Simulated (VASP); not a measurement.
# Mg6NO6 in VASP: a series of runs, part 2 of 2

VASP 6.6.1. Earlier steps stand in the parts before.

**3. Single point, PBE**

INCAR

```
  PREC = Accurate
  ENCUT = 520
  EDIFF = 1E-6
  ISMEAR = 0
  SIGMA = 0.05
  LREAL = Auto
  LASPH = T
  NELM = 80
  ALGO = Normal
  ISIF = 2
  LWAVE = F
  LCHARG = T
  LDIPOL = T
  IDIPOL = 3
  DIPOL = 0.5 0.5 0.313
  GGA = PE
  LELF = T
  LVHAR = T
  LVACPOTAV = T
  NBANDS = 72
```

KPOINTS

```
regular mesh
0
Gamma
  5 5 1
```

POSCAR

```
Mg6NO6
1.0
    6.0171792582      0.0000000000      0.0000000000
    0.0000000000      6.0171792582      0.0000000000
    0.0000000000      0.0000000000     20.8799623436
Mg O N
12 12 2
Direct
    0.2500000000      0.2500000000      0.1915712267
    0.2500000000      0.7500000000      0.1915712267
    0.7500000000      0.2500000000      0.1915712267
    0.7500000000      0.7500000000      0.1915712267
    0.0000000000      0.0000000000      0.2936999204
    0.0000000000      0.5000000000      0.2936999204
    0.5000000000      0.0000000000      0.2936999204
    0.5000000000      0.5000000000      0.2936999204
    0.2500000000      0.2500000000      0.3942063725
    0.2500000000      0.7500000000      0.3942063725
    0.7500000000      0.2500000000      0.3942063725
    0.7500000000      0.7500000000      0.3942063725
    0.0000000000      0.0000000000      0.1915712267
    0.0000000000      0.5000000000      0.1915712267
    0.5000000000      0.0000000000      0.1915712267
    0.5000000000      0.5000000000      0.1915712267
    0.2500000000      0.2500000000      0.2932336620
    0.2500000000      0.7500000000      0.2932336620
    0.7500000000      0.2500000000      0.2932336620
    0.7500000000      0.7500000000      0.2932336620
    0.0000000000      0.0000000000      0.3965506358
    0.0000000000      0.5000000000      0.3965506358
    0.5000000000      0.0000000000      0.3965506358
    0.5000000000      0.5000000000      0.3965506358
    0.2500000000      0.2500000000      0.5221075692
    0.2500000000      0.2500000000      0.5748998586
```

Potentials or basis: VASP PAW PBE potentials, release 64 (Mg, O, N).

On the command line:

```
cat potpaw_PBE.64/Mg/POTCAR potpaw_PBE.64/O/POTCAR potpaw_PBE.64/N/POTCAR > POTCAR
mpirun -np 1 vasp_std > vasp.out
```

OUTCAR:

```text
PREC = Accurate
   ENCUT = 520
   EDIFF = 1E-6
   ISMEAR = 0
   LREAL = Auto
   LASPH = T
   NELM = 80
   ISIF = 2
   GGA = PE

 ion  position               nearest neighbor table
   1  0.250  0.250  0.192-  17 2.12  14 2.13  15 2.13  16 2.13  13 2.13   3 3.01   2 3.01   2 3.01
                             3 3.01   8 3.01   5 3.01   6 3.01   7 3.01
   2  0.250  0.750  0.192-  18 2.12  14 2.13  15 2.13  16 2.13  13 2.13   4 3.01   1 3.01   1 3.01
                             4 3.01   8 3.01   5 3.01   6 3.01   7 3.01
   3  0.750  0.250  0.192-  19 2.12  14 2.13  15 2.13  16 2.13  13 2.13   4 3.01   1 3.01   4 3.01
                             1 3.01   8 3.01   5 3.01   6 3.01   7 3.01
   4  0.750  0.750  0.192-  20 2.12  14 2.13  15 2.13  16 2.13  13 2.13   3 3.01   2 3.01   3 3.01
                             2 3.01   8 3.01   5 3.01   6 3.01   7 3.01
   5  0.000  0.000  0.294-  17 2.13  18 2.13  19 2.13  20 2.13  13 2.13  21 2.15  11 2.99  12 2.99
                             9 2.99  10 2.99   6 3.01   7 3.01   6 3.01   7 3.01   3 3.01   4 3.01
   6  0.000  0.500  0.294-  17 2.13  18 2.13  19 2.13  20 2.13  14 2.13  22 2.15  11 2.99  12 2.99
                             9 2.99  10 2.99   5 3.01   8 3.01   5 3.01   8 3.01   3 3.01   4 3.01
   7  0.500  0.000  0.294-  17 2.13  18 2.13  19 2.13  20 2.13  15 2.13  23 2.15  11 2.99  12 2.99
[... 661 lines left out ...]

------------------------ aborting loop because EDIFF is reached ----------------------------------------

  FORCE on cell =-STRESS in cart. coord.  units (eV):
  Direction    XX          YY          ZZ          XY          YZ          ZX
  --------------------------------------------------------------------------------------
  -------------------------------------------------------------------------------------
  Total      -15.9739336    -15.9739336      1.0079214      0.0000000      0.0000000      0.0000000
  in kB      -33.8537550    -33.8537550      2.1361004      0.0000000      0.0000000      0.0000000
  external PRESSURE =     -21.8571365 kB  Pullay stress =       0.0000000 kB

 VOLUME and BASIS-vectors are now :
 -----------------------------------------------------------------------------
  energy-cutoff  :      520.00
  volume of cell :      755.99
      direct lattice vectors                 reciprocal lattice vectors
     6.017179258  0.000000000  0.000000000     0.166190827  0.000000000  0.000000000
     0.000000000  6.017179258  0.000000000     0.000000000  0.166190827  0.000000000
     0.000000000  0.000000000 20.879962344     0.000000000  0.000000000  0.047892807

 POSITION                                       TOTAL-FORCE (eV/Angst)
 -----------------------------------------------------------------------------------
      1.50429      1.50429      4.00000        -0.000000     -0.000000      0.451011
      1.50429      4.51288      4.00000        -0.000000     -0.000000      0.451920
      4.51288      1.50429      4.00000        -0.000000     -0.000000      0.451920
      4.51288      4.51288      4.00000        -0.000000     -0.000000      0.454919
      0.00000      0.00000      6.13244        -0.005104     -0.005104     -0.022726
      0.00000      3.00859      6.13244        -0.005104      0.005104     -0.022726
[... 18 lines left out ...]
      1.50429      1.50429     10.90159        -0.000000     -0.000000     -1.752666
      1.50429      1.50429     12.00389        -0.000000     -0.000000      1.734466
 -----------------------------------------------------------------------------------
    total drift:                                0.000000      0.000000      0.031809

  FREE ENERGIE OF THE ION-ELECTRON SYSTEM (eV)
  ---------------------------------------------------
  free  energy   TOTEN  =      -155.5022288217 eV

  energy  without entropy=     -155.5022288217  energy(sigma->0) =     -155.50222882

 vacuum level on the upper side and lower side of the slab         2.802         2.522
```

OSZICAR:

```text
N       E                     dE             d eps       ncg     rms          rms(c)
DAV:   1     0.954891302713E+03    0.95489E+03   -0.42581E+04   896   0.117E+03
DAV:   2     0.249793142171E+01   -0.95239E+03   -0.91775E+03  1240   0.284E+02
DAV:   3    -0.176139367211E+03   -0.17864E+03   -0.17753E+03  1040   0.129E+02
DAV:   4    -0.181140446851E+03   -0.50011E+01   -0.49847E+01  1072   0.258E+01
[... 19 lines left out ...]
DAV:  24    -0.155502220333E+03   -0.16743E-04   -0.94150E-07   664   0.427E-03    0.418E-03
DAV:  25    -0.155502223942E+03   -0.36095E-05   -0.28364E-06   840   0.655E-03    0.155E-03
DAV:  26    -0.155502227259E+03   -0.33171E-05   -0.10315E-06   656   0.363E-03    0.142E-03
DAV:  27    -0.155502228514E+03   -0.12543E-05   -0.15925E-07   648   0.193E-03    0.158E-03
DAV:  28    -0.155502228822E+03   -0.30798E-06   -0.79643E-08   680   0.149E-03
   1 F= -.15550223E+03 E0= -.15550223E+03  d E =-.185504E-13
```

Run time: 7.8 min. Hardware: 1 thread of Intel Xeon 6975P-C (Granite Rapids), shared host; peak memory 0.82 GiB.

Results:

```
Free energy            : -155.5022 eV
Largest force          : 1.753 eV/Å
Band gap on the k mesh : 2.90 eV, indirect (least direct gap 2.94 eV)
```

Forces in eV/Å, atoms in the order of the input:
```
Mg   0.000  0.000  0.451
Mg   0.000  0.000  0.452
Mg   0.000  0.000  0.452
Mg   0.000  0.000  0.455
Mg  -0.005 -0.005 -0.023
Mg  -0.005  0.005 -0.023
Mg   0.005 -0.005 -0.023
Mg   0.005  0.005 -0.023
Mg   0.000  0.000  0.198
Mg   0.000  0.000 -0.100
Mg   0.000  0.000 -0.100
Mg   0.000  0.000 -0.102
O    0.001  0.001 -0.423
O    0.001 -0.001 -0.423
O   -0.001  0.001 -0.423
O   -0.001 -0.001 -0.423
O    0.000  0.000  0.033
O    0.000  0.000  0.034
O    0.000  0.000  0.034
O    0.000  0.000  0.019
O   -0.043 -0.043 -0.006
O   -0.043  0.043 -0.006
O    0.043 -0.043 -0.006
O    0.043  0.043 -0.006
N    0.000  0.000 -1.753
N    0.000  0.000  1.734
```

Caveat: the standard files for N, O and F lose accuracy on very short bonds.
